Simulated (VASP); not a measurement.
Runs of VASP 6.6.1 on RbBr. The structure is that of space group Fm-3m (No. 225), or close to it. The cells are those of the table. 

| level | cell | smearing | gap on the mesh (eV) | pressure (GPa) |
| --- | --- | --- | --- | --- |
| PBE | a = 5.059 Å, angles 60.0°, 2 atoms | gaussian 0.02 eV | 4.06 | -0.6 |
| PBE | a = 4.912 Å, angles 60.0°, 2 atoms | gaussian 0.02 eV | 4.26 | 0.4 |
| PBE | a = 4.847 Å, angles 60.0°, 2 atoms | gaussian 0.02 eV | 4.36 | (b) |
| RPBE | a = 5.122 Å, angles 60.0°, 2 atoms | gaussian 0.02 eV | (c) | 0.0 |
| PBEsol | a = 4.962 Å, angles 60.0°, 2 atoms | tetrahedron | 4.06 | (a) |

Alike in all rows: task single point; potentials or basis VASP PAW PBE potentials, release 64 (Rb_sv, Br); no spin polarisation; k mesh 6 × 6 × 6; cutoff (eV) 500.

Problem. Estimate the missing entries.

Solution. (a) -0.8; (b) 1.0; (c) 4.27.

Caveats: the PAW data sets were made with another functional, which shifts forces and pressure a little (at least some runs).

A k mesh can miss the band edges, and the runs leave out spin-orbit coupling on Br, Rb.
